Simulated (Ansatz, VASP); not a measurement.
Two plane-wave programs on GaP

```xyz
2
Lattice="0.0000 2.7258 2.7258 2.7258 0.0000 2.7258 2.7258 2.7258 0.0000" Properties=species:S:1:pos:R:3 pbc="T T T"
Ga    0.0000    0.0000    0.0000
P     4.0887    4.0887    4.0887
```

Alike in both runs: task single point; functional r2SCAN; k mesh 9 × 9 × 9; occupations fermi-dirac, width 0.01 eV; no spin polarisation.

```csv
,VASP,Ansatz
version,VASP 6.6.1,Ansatz 0.2.0
potentials or method,"VASP PAW PBE potentials, release 64 (Ga_d, P), cutoff 550 eV",plane-wave PAW DFT
valence electrons in the cell,18,18
```

|  | VASP | Ansatz | Ansatz less VASP |
| --- | --- | --- | --- |
| gap on the k mesh at the Fermi level (eV) | 1.86 | 1.85 | -0.005 |

VASP's potentials were made for PBE, not for r2SCAN. With one functional, cell and mesh, what is left measures potentials, basis and numerics.
